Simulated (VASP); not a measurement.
Runs of VASP 6.6.1 on F. The structure is that of space group Fm-3m (No. 225), or close to it. The cells are those of the table. 

```csv
cell,gap on the mesh (eV),pressure (GPa)
"a = 2.430 Å, angles 60.0°, 1 atom",none,(a)
"a = 2.477 Å, angles 60.0°, 1 atom",none,-3.0
"a = 2.446 Å, angles 60.0°, 1 atom",none,-1.5
"a = 2.462 Å, angles 60.0°, 1 atom",none,-2.3
```

Alike in all rows: task single point; level PBE; potentials or basis VASP PAW PBE potentials, release 64 (F); no spin polarisation; k mesh 54 × 54 × 54; cutoff (eV) 520; smearing fermi-dirac 0.0612256 eV.

Q: Fill in the values left out.

A: (a) -0.6.

Caveats: an odd number of electrons without spin polarisation forces a metal; a magnetic or distorted state may lie lower; the cell stands under tension (at least some runs).

A gap of «none» marks levels without a gap at the run's occupations.
